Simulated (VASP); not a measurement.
# CoO (F-43m) in VASP: notebook

The runs below take CoO through single point, with PBEsol.

All numbers are computed with VASP 6.6.1; they aren't measurements. Logs are shortened: lines on timing, memory, paths and dates and some standing lists are left out, and cuts for length are marked.

## Step 1: The cell of the first run

It takes space group F-43m (No. 216, cubic). Conventional cell: a = 4.349 Å, b = 4.349 Å, c = 4.349 Å, α = 90.00°, β = 90.00°, γ = 90.00°. Co (site symmetry -43m) has 4 O at 1.88 Å within 2.5 Å. Within 2.5 Å of O (site symmetry -43m) lie 4 Co at 1.88 Å.

## Step 2: Single point, PBEsol, collinear spin, ferromagnetic start

INCAR

```
  PREC = Accurate
  ENCUT = 520
  EDIFF = 1E-7
  ISMEAR = 0
  SIGMA = 0.1
  LREAL = False
  LASPH = True
  NELM = 150
  ALGO = Normal
  ISIF = 2
  LWAVE = False
  LCHARG = False
  ISPIN = 2
  MAGMOM = 4.5 0
  LORBIT = 11
  LMAXMIX = 4
  GGA = PS
  NBANDS = 18
```

KPOINTS

```
Automatic mesh
0
Gamma
  16 16 16
```

POSCAR

```
CoO
1.0
    0.0000000000      2.1744804960      2.1744804960
    2.1744804960      0.0000000000      2.1744804960
    2.1744804960      2.1744804960      0.0000000000
Co O
1 1
Direct
    0.0000000000      0.0000000000      0.0000000000
    0.2500000000      0.2500000000      0.2500000000
```

Potentials or basis: VASP PAW PBE potentials, release 64 (Co, O).

Command:

```sh
cat potpaw_PBE.64/Co/POTCAR potpaw_PBE.64/O/POTCAR > POTCAR
mpirun -np 1 vasp_std > vasp.out
```

OUTCAR:

```text
PREC = Accurate
   ENCUT = 520
   EDIFF = 1E-7
   ISMEAR = 0
   LREAL = False
   LASPH = True
   NELM = 150
   ISIF = 2
   ISPIN = 2
   LORBIT = 11
   GGA = PS

 ion  position               nearest neighbor table
   1  0.000  0.000  0.000-   2 1.88   2 1.88   2 1.88   2 1.88
   2  0.250  0.250  0.250-   1 1.88   1 1.88   1 1.88   1 1.88

  LATTYP: Found a face centered cubic cell.
 ALAT       =     4.3489609920

  Lattice vectors:

 A1 = (   0.0000000000,   2.1744804960,   2.1744804960)
 A2 = (   2.1744804960,   0.0000000000,   2.1744804960)
 A3 = (   2.1744804960,   2.1744804960,   0.0000000000)

Analysis of symmetry for initial positions (statically):
=====================================================================
 Subroutine PRICEL returns:
 Original cell was already a primitive cell.

 Routine SETGRP: Setting up the symmetry group for a
 face centered cubic supercell.

 Subroutine GETGRP returns: Found 24 space group operations
 (whereof 24 operations were pure point group operations)
 out of a pool of 48 trial point group operations.

The static configuration has the point symmetry T_d .

Analysis of symmetry for dynamics (positions and initial velocities):
=====================================================================
 Subroutine PRICEL returns:
 Original cell was already a primitive cell.

 Routine SETGRP: Setting up the symmetry group for a
 face centered cubic supercell.

 Subroutine GETGRP returns: Found 24 space group operations
 (whereof 24 operations were pure point group operations)
 out of a pool of 48 trial point group operations.

The dynamic configuration has the point symmetry T_d .

Analysis of structural, dynamic, and magnetic symmetry:
=====================================================================
 Subroutine PRICEL returns:
 Original cell was already a primitive cell.

 Routine SETGRP: Setting up the symmetry group for a
 face centered cubic supercell.

 Subroutine GETGRP returns: Found 24 space group operations
 (whereof 24 operations were pure point group operations)
 out of a pool of 48 trial point group operations.

The overall configuration has the point symmetry T_d .

 Subroutine INISYM returns: Found 24 space group operations
 (whereof 24 operations are pure point group operations),
 and found     1 'primitive' translations

----------------------------------------------------------------------------------------

                                     Primitive cell

  volume of cell :      20.5635

  direct lattice vectors                    reciprocal lattice vectors
     0.000000000  2.174480496  2.174480496    -0.229939979  0.229939979  0.229939979
     2.174480496  0.000000000  2.174480496     0.229939979 -0.229939979  0.229939979
     2.174480496  2.174480496  0.000000000     0.229939979  0.229939979 -0.229939979

  length of vectors
     3.075179809  3.075179809  3.075179809     0.398267727  0.398267727  0.398267727

  position of ions in fractional coordinates (direct lattice)
     0.000000000  0.000000000  0.000000000
     0.250000000  0.250000000  0.250000000

  ion indices of the primitive-cell ions
   primitive index   ion index
                 1           1
                 2           2

----------------------------------------------------------------------------------------

 KPOINTS: Automatic mesh

Automatic generation of k-mesh.
 Grid dimensions read from file:
 generate k-points for:   16   16   16

 Generating k-lattice:

  Cartesian coordinates                     Fractional coordinates (reciprocal lattice)
    -0.014371249  0.014371249  0.014371249     0.062500000  0.000000000  0.000000000
     0.014371249 -0.014371249  0.014371249     0.000000000  0.062500000  0.000000000
     0.014371249  0.014371249 -0.014371249     0.000000000  0.000000000  0.062500000

  Length of vectors
     0.024891733  0.024891733  0.024891733

  Shift w.r.t. Gamma in fractional coordinates (k-lattice)
     0.000000000  0.000000000  0.000000000

 Subroutine IBZKPT returns following result:
 ===========================================

 Found    145 irreducible k-points:

 Following reciprocal coordinates:
            Coordinates               Weight
  0.000000  0.000000  0.000000      1.000000
  0.062500  0.000000  0.000000      8.000000
  0.125000  0.000000  0.000000      8.000000
  0.187500  0.000000  0.000000      8.000000
  0.250000  0.000000  0.000000      8.000000
  0.312500  0.000000  0.000000      8.000000
[... 16 lines left out ...]
 -0.125000  0.062500  0.000000     24.000000
 -0.062500  0.062500  0.000000     12.000000
 [... further k-points ...]
   k-points           NKPTS =    145   k-points in BZ     NKDIM =    145   number of bands    NBANDS=     18
   number of dos      NEDOS =    301   number of ions     NIONS =      2
   total plane-waves  NPLWV =  13824
   dimension x,y,z NGX =    24 NGY =   24 NGZ =   24
   dimension x,y,z NGXF=    48 NGYF=   48 NGZF=   48
   ions per type =               1   1
   NGX,Y,Z   is equivalent  to a cutoff of  12.97, 12.97, 12.97 a.u.
   NGXF,Y,Z  is equivalent  to a cutoff of  25.95, 25.95, 25.95 a.u.
 SYSTEM =  unknown system
   PREC   = accura    normal or accurate (medium, high low for compatibility)
   ISTART =      0    job   : 0-new  1-cont  2-samecut
   ICHARG =      2    charge: 1-file 2-atom 10-const
   ISPIN  =      2    spin polarized calculation?
   LNONCOLLINEAR =      F non collinear calculations
   LSORBIT =      F    spin-orbit coupling
   LASPH  =      T    aspherical Exc in radial PAW
   ENCUT  =  520.0 eV  38.22 Ry    6.18 a.u.   5.72  5.72  5.72*2*pi/ulx,y,z
   NELM   =    150;   NELMIN=  2; NELMDL= -5     # of ELM steps
   EDIFF  = 0.1E-06   stopping-criterion for ELM
   LREAL  =      F    real-space projection
   EDIFFG = 0.1E-05   stopping-criterion for IOM
   NSW    =      0    number of steps for IOM
   IBRION =     -1    ionic relax: 0-MD 1-quasi-New 2-CG
   NFREE  =      0    steps in history (QN), initial steepest desc. (CG)
   ISIF   =      2    stress and relaxation
   ISYM   =      2    0-nonsym 1-usesym 2-fastsym
   POTIM  = 0.5000    time-step for ionic-motion
   TEBEG  =    0.0;   TEEND  =   0.0 temperature during run
   PSTRESS=    0.0 pullay stress
   NELECT =      15.0000    total number of electrons
   NUPDOWN=      -1.0000    fix difference up-down
   EMIN   =  10.00;   EMAX   =-10.00  energy-range for DOS
   EFERMI =   0.00;   METHOD = LEGACY
   ISMEAR =     0;   SIGMA  =   0.10  broadening in eV -4-tet -1-fermi 0-gaus
   EFERMI_NEDOS =   21; number of points for ismear=-14 and -15
   IALGO  =     38    algorithm
   IMIX   =      4    mixing-type and parameters
     AMIX     =   0.40;   BMIX     =  1.00
     AMIX_MAG =   1.60;   BMIX_MAG =  1.00
  volume/ion in A,a.u.               =      10.28        69.38
  Fermi-wavevector in a.u.,A,eV,Ry     =   1.473691  2.784872 29.548655  2.171765
  Thomas-Fermi vector in A             =   2.588553
   LORBIT       =     11    0 simple, 1 ext, 2 COOP (PROOUT), +10 PAW based schemes
   GGA     = PS    functional components
   LHFCALC =     F    Hartree Fock is set to
   AEXX    =    0.0000 exact exchange contribution
   IVDW    =     0    specifies the selected vdW correction
   LEPSILON=     F    determine dielectric tensor
   LRPA    =     F    only Hartree local field effects (RPA)
 spin polarized calculation
 Gauss-broadening in eV      SIGMA  =   0.10
  energy-cutoff  :      520.00
  volume of cell :       20.56
 maximum number of plane-waves:       568
   NGX = 11   NGY = 11   NGZ = 11

 number of electron      14.9999997 magnetization       1.8252557

 Free energy of the ion-electron system (eV)
  ---------------------------------------------------
  ext. energy  EPLUGINS =         0.00000000
  ---------------------------------------------------
  free energy    TOTEN  =       -14.28254358 eV

  energy without entropy =      -14.27290669  energy(sigma->0) =      -14.27772513

 E-fermi :   7.1012     XC(G=0): -12.0939

 val. band max:        7.0997260244   @ k =  -0.2500   0.3125   0.0625
 cond. band min:       7.1101091140   @ k =  -0.2500   0.2500   0.0000
 fundamental gap:      0.0103830895
 Fermi energy:         7.1011943803

 spin component 1

 k-point     1 :       0.0000    0.0000    0.0000
  band No.  band energies     occupation
      1     -13.7425      1.00000
      2       0.3726      1.00000
      3       0.3726      1.00000
      4       0.3726      1.00000
      5       5.1731      1.00000
      6       5.1731      1.00000
[... 10 lines left out ...]
     17      28.3912      0.00000
     18      31.0767      0.00000

 k-point     2 :       0.0625    0.0000    0.0000
  band No.  band energies     occupation
      1     -13.7140      1.00000
      2       0.3012      1.00000
      3       0.3894      1.00000
      4       0.3894      1.00000
      5       5.1608      1.00000
      6       5.1609      1.00000
[... 10 lines left out ...]
     17      29.7021      0.00000
     18      31.6231      0.00000

 k-point     3 :       0.1250    0.0000    0.0000
  band No.  band energies     occupation
      1     -13.6324      1.00000
      2       0.1164      1.00000
      3       0.4365      1.00000
      4       0.4365      1.00000
      5       5.1311      1.00000
      6       5.1312      1.00000
[... 10 lines left out ...]
     17      31.4660      0.00000
     18      32.7704      0.00000

 k-point     4 :       0.1875    0.0000    0.0000
  band No.  band energies     occupation
      1     -13.5088      1.00000
      2      -0.1169      1.00000
      3       0.5052      1.00000
      4       0.5053      1.00000
      5       5.1022      1.00000
      6       5.1022      1.00000
[... 375 lines left out ...]
      4       0.5441      1.00000
      5       5.0105      1.00000
      6       5.1676      1.00000
[... 10 lines left out ...]
     17      33.2347      0.00000
     18      34.7939      0.00000

 k-point    23 :      -0.1250    0.0625    0.0000
  band No.  band energies     occupation
      1     -13.5724      1.00000
      2       0.0022      1.00000
      3       0.4667      1.00000
      4       0.4708      1.00000
      5       5.0540      1.00000
      6       5.1692      1.00000
[... 10 lines left out ...]
     17      31.7268      0.00000
     18      33.1478      0.00000

 k-point    24 :      -0.0625    0.0625    0.0000
  band No.  band energies     occupation
      1     -13.6678      1.00000
      2       0.1942      1.00000
      3       0.4158      1.00000
      4       0.4163      1.00000
      5       5.1114      1.00000
      6       5.1731      1.00000
[... 10 lines left out ...]
     17      30.3461      0.00000
     18      31.9034      0.00000

 [... further k-points ...]

 spin component 2

 k-point     1 :       0.0000    0.0000    0.0000
  band No.  band energies     occupation
      1     -13.4409      1.00000
      2       1.1313      1.00000
      3       1.1313      1.00000
      4       1.1313      1.00000
      5       6.3305      1.00000
      6       6.3306      1.00000
[... 10 lines left out ...]
     17      28.7865      0.00000
     18      31.3811      0.00000

 k-point     2 :       0.0625    0.0000    0.0000
  band No.  band energies     occupation
      1     -13.4116      1.00000
      2       1.0362      1.00000
      3       1.1447      1.00000
      4       1.1447      1.00000
      5       6.3209      1.00000
      6       6.3210      1.00000
[... 10 lines left out ...]
     17      29.9500      0.00000
     18      31.9370      0.00000

 k-point     3 :       0.1250    0.0000    0.0000
  band No.  band energies     occupation
      1     -13.3279      1.00000
      2       0.7910      1.00000
      3       1.1818      1.00000
      4       1.1818      1.00000
      5       6.2996      1.00000
      6       6.2997      1.00000
[... 10 lines left out ...]
     17      31.7015      0.00000
     18      33.0904      0.00000

 k-point     4 :       0.1875    0.0000    0.0000
  band No.  band energies     occupation
      1     -13.2007      1.00000
      2       0.4797      1.00000
      3       1.2347      1.00000
      4       1.2347      1.00000
      5       6.2856      1.00000
      6       6.2857      1.00000
[... 375 lines left out ...]
      4       1.2685      1.00000
      5       6.2086      1.00000
      6       6.3553      1.00000
[... 10 lines left out ...]
     17      33.4990      0.00000
     18      35.1100      0.00000

 k-point    23 :      -0.1250    0.0625    0.0000
  band No.  band energies     occupation
      1     -13.2662      1.00000
      2       0.6427      1.00000
      3       1.1953      1.00000
      4       1.2118      1.00000
      5       6.2330      1.00000
      6       6.3411      1.00000
[... 10 lines left out ...]
     17      31.9658      0.00000
     18      33.4593      0.00000

 k-point    24 :      -0.0625    0.0625    0.0000
  band No.  band energies     occupation
      1     -13.3642      1.00000
      2       0.8966      1.00000
      3       1.1613      1.00000
      4       1.1674      1.00000
      5       6.2780      1.00000
      6       6.3359      1.00000
[... 10 lines left out ...]
     17      30.5598      0.00000
     18      32.2189      0.00000

 [... further k-points ...]
[... 5 lines left out ...]
  --------------------------------------------------------------------------------------
  -------------------------------------------------------------------------------------
  Total       -0.0097116     -0.0097116     -0.0097116     -0.0000000     -0.0000000      0.0000000
  in kB       -0.7566645     -0.7566645     -0.7566645     -0.0000000     -0.0000000      0.0000000
  external PRESSURE =      -0.7566645 kB  Pullay stress =       0.0000000 kB

 VOLUME and BASIS-vectors are now :
 -----------------------------------------------------------------------------
  energy-cutoff  :      520.00
  volume of cell :       20.56
      direct lattice vectors                 reciprocal lattice vectors
     0.000000000  2.174480496  2.174480496    -0.229939979  0.229939979  0.229939979
     2.174480496  0.000000000  2.174480496     0.229939979 -0.229939979  0.229939979
     2.174480496  2.174480496  0.000000000     0.229939979  0.229939979 -0.229939979

 POSITION                                       TOTAL-FORCE (eV/Angst)
 -----------------------------------------------------------------------------------
      0.00000      0.00000      0.00000         0.000000      0.000000      0.000000
      1.08724      1.08724      1.08724        -0.000000     -0.000000     -0.000000
 -----------------------------------------------------------------------------------
    total drift:                                0.000000      0.000000      0.000000

  FREE ENERGIE OF THE ION-ELECTRON SYSTEM (eV)
  ---------------------------------------------------
  free  energy   TOTEN  =       -14.2825435781 eV

  energy  without entropy=      -14.2729066913  energy(sigma->0) =      -14.27772513

 total charge

# of ion       s       p       d       tot
------------------------------------------
    1        0.382   0.542   7.334   8.258
    2        1.551   3.438   0.000   4.989
--------------------------------------------------
tot          1.933   3.980   7.334  13.247

 magnetization (x)

# of ion       s       p       d       tot
------------------------------------------
    1        0.008   0.041   1.574   1.623
    2        0.016   0.147   0.000   0.162
--------------------------------------------------
tot          0.024   0.187   1.574   1.785
```

Run time: 64 s. Hardware: 1 thread of Intel Xeon 6975P-C, shared host; peak memory 0.21 GiB.

What came out:

```yaml
Free_energy: -14.2825 eV
Pressure: -0.1 GPa
Net_moment: 1.83 μB per cell
Site_moments: Co +1.62; O +0.16 μB
Valence_electrons_inside_the_program's_atomic_spheres: Co 8.26; O 4.99
```

Caveat: the PAW data sets were made with another functional, which shifts forces and pressure a little; a cell with one magnetic atom can't hold antiferromagnetic order, which such compounds often take; semilocal functionals often make such compounds metallic where correlation or magnetic order opens a gap, which also shifts bond lengths. With open d or f shells a metallic result of PBEsol can be an artefact of self-interaction; +U or a hybrid may open a gap.

## Step 3: Single point, PBEsol, collinear spin, ferromagnetic start

INCAR

```
PREC     = Accurate       # precision mode
ENCUT    = 520            # plane-wave cutoff, eV
EDIFF    = 1E-7           # SCF threshold, eV
ISMEAR   = 0              # smearing method
SIGMA    = 0.1            # smearing width, eV
LREAL    = F              # projectors in reciprocal space
LASPH    = T              # aspherical terms in the spheres
NELM     = 150            # most SCF steps
ALGO     = Normal         # electronic algorithm
ISIF     = 2              # what is computed and relaxed
LWAVE    = F              # write WAVECAR
LCHARG   = F              # write CHGCAR
ISPIN    = 2              # spin polarisation
MAGMOM   = 0.5 0          # initial moments
LORBIT   = 11             # projections on sites
LMAXMIX  = 4              # l up to which the mixer works
GGA      = PS             # functional
NBANDS   = 18             # bands
```

KPOINTS is that of step 2.

POSCAR is that of step 2.

Potentials or basis: VASP PAW PBE potentials, release 64 (Co, O).

Command:

```sh
cat potpaw_PBE.64/Co/POTCAR potpaw_PBE.64/O/POTCAR > POTCAR
mpirun -np 1 vasp_std > vasp.out
```

Run time: 60 s. Hardware: 1 thread of Intel Xeon 6975P-C, shared host; peak memory 0.21 GiB.

It converged, with:

* Free energy: -14.2825 eV
* Pressure: -0.1 GPa
* Net moment: 1.82 μB per cell
* Site moments: Co +1.62; O +0.16 μB
* Valence electrons inside the program's atomic spheres: Co 8.26; O 4.99

Levels at points of the mesh, in eV from the Fermi level:
Spin up:
```csv
k point,band 6,band 7,band 8,band 9,band 10,band 11,band 12,band 13
"(0.00, 0.00, 0.00)",-1.93,0.39,0.90,0.90,0.90,15.02,15.02,15.02
"(0.50, 0.00, 0.00)",-1.81,-1.81,-0.08,-0.08,6.19,7.52,14.46,14.46
"(0.50, 0.50, 0.00)",-1.52,-1.32,-1.32,-1.20,5.69,10.73,11.92,15.31
```
Spin down:
```
           k point  band 3  band 4  band 5  band 6  band 7  band 8  band 9  band 10  band 11  band 12
(0.00, 0.00, 0.00)   -5.97   -5.97   -0.77   -0.77    0.65    2.48    2.48     2.48    15.30    15.30
(0.50, 0.00, 0.00)   -5.69   -5.69   -0.53   -0.53   -0.25    1.47    1.47     6.46     7.98    14.86
(0.50, 0.50, 0.00)   -5.33   -5.33   -1.47   -0.32   -0.16    0.54    0.54     6.40    11.02    12.47
```

Caveat: the PAW data sets were made with another functional, which shifts forces and pressure a little; a cell with one magnetic atom can't hold antiferromagnetic order, which such compounds often take; semilocal functionals often make such compounds metallic where correlation or magnetic order opens a gap, which also shifts bond lengths. With open d or f shells a metallic result of PBEsol can be an artefact of self-interaction; +U or a hybrid may open a gap.
